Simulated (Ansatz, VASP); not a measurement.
In2Te2O in VASP and in Ansatz

```
In Te O
1.0
     6.21361   -3.77068    0.00000
     6.21361    3.77068    0.00000
     0.00000    0.00000    7.17347
In Te O
4 4 2
Cartesian
  7.9994 -2.5034 5.5870
  4.4278 -2.5034 5.5870
  7.9994 2.5034 2.0003
  4.4278 2.5034 2.0003
  8.0718 2.2339 4.8813
  4.3554 2.2339 4.8813
  4.3554 -2.2339 1.2946
  8.0718 -2.2339 1.2946
  6.2136 -1.8339 4.9094
  6.2136 1.8339 1.3226
```

Alike in both runs: functional PBE; k mesh 4 × 4 × 4; occupations gaussian, width 0.02 eV; no spin polarisation.

Ansatz relaxed the structure, and its values are those at the end. VASP's run is a single point on that final structure, the one shown.

|  | VASP | Ansatz |
| --- | --- | --- |
| version | VASP 6.6.1 | Ansatz 0.2.0 |
| potentials or method | VASP PAW PBE potentials, release 64 (In_d, Te, O), cutoff 520 eV | scalar-relativistic, plane waves, PAW |
| valence electrons in the cell | 88 | 128 |

|  | VASP | Ansatz | Ansatz less VASP |
| --- | --- | --- | --- |
| gap on the k mesh at the Fermi level (eV) | 1.18 | 1.20 | +0.016 |
| least direct gap on the mesh (eV) | 1.20 | 1.22 | +0.016 |
| pressure (GPa) | 0.1 | 0.0 | -0.07 |
| rms of the force components (eV/Å) | 0.026 | 0.002 | -0.0233 |

With one functional, cell and mesh, what is left measures potentials, basis and numerics. VASP's potentials hold 88 valence electrons a cell and Ansatz's 128, so a difference there can come from the potentials and not from the codes.

Spin-orbit coupling is off throughout.
